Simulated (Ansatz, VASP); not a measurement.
## One calculation of TiO2, two programs

Contents of POSCAR:

```
TiO2
1.0
    0.0000000000      2.4900638382      2.3968272579
    2.4900638382      0.0000000000      2.3968272579
    2.4900638382      2.4900638382      0.0000000000
Ti O
1 2
Direct
    0.0000000000      0.0000000000      0.0000000000
    0.2500000000      0.2500000000      0.2500000000
    0.7500000000      0.7500000000      0.7500000000
```

The input INCAR.step1:

```
SYSTEM = TiO2
PREC = Accurate
ENCUT = 520
ISMEAR = 0
SIGMA = 0.01
LREAL = .FALSE.
LASPH = .TRUE.
NELM = 80
NBANDS = 19
GGA = PE
ALGO = Normal
EDIFF = 1E-4
LWAVE = .TRUE.
LCHARG = .FALSE.
```

Contents of INCAR.step2:

```
SYSTEM = TiO2
PREC = Accurate
ENCUT = 520
EDIFF = 1E-6
ISMEAR = 0
SIGMA = 0.01
LREAL = .FALSE.
LASPH = .TRUE.
NELM = 80
ALGO = Normal
ISIF = 2
LWAVE = .FALSE.
LCHARG = .FALSE.
METAGGA = R2SCAN
LMIXTAU = .TRUE.
NBANDS = 19
ISTART = 1
```

File KPOINTS:

```
regular mesh
0
G
  10 10 10
  0 0 0
```

Input for Ansatz:

```yaml
crystal:
  lattice:
    - [0.0, 2.4900638382, 2.3968272579]
    - [2.4900638382, 0.0, 2.3968272579]
    - [2.4900638382, 2.4900638382, 0.0]
  atoms:
    - { symbol: Ti, position: [0.0, 0.0, 0.0] }
    - { symbol: O, position: [0.25, 0.25, 0.25] }
    - { symbol: O, position: [0.75, 0.75, 0.75] }
kpoints:
  mp_grid: { grid: [10, 10, 10] }
  band_path:
    path:
      - [0.0, 0.0, 0.0]
      - [0.5, 0.0, 0.5]
      - [0.625, 0.25, 0.625]
      - [0.375, 0.375, 0.75]
      - [0.5, 0.5, 0.5]
      - [0.5, 0.25, 0.75]
    npoints: 1
hamiltonian:
  xc: r2scan
scf:
  occupations: { method: fixed }
  n_extra_bands: 4
output:
  forces: true
  stress: true
  eigenvalues: true
```

Change from the starting cell: biaxial_xy strain +3.9%.

Alike in both runs: task single point; functional r2SCAN; k mesh 10 × 10 × 10; no spin polarisation.

```csv
,VASP,Ansatz
version,VASP 6.6.1,Ansatz 0.2.0
potentials or method,"VASP PAW PBE potentials, release 64 (Ti_sv, O)","plane waves, PAW"
plane-wave cutoff (eV),520,500
occupations,"gaussian, width 0.01 eV",fixed
valence electrons in the cell,24,24
```

|  | VASP | Ansatz | Ansatz less VASP |
| --- | --- | --- | --- |
| gap on the k mesh at the Fermi level (eV) | 1.08 | 1.04 | -0.034 |
| pressure (GPa) | -16.6 | -17.7 | -1.11 |
| traceless stress, the component that is largest in VASP (GPa) | 12.95 | 12.99 | +0.031 |

VASP's potentials were made for PBE, not for r2SCAN.
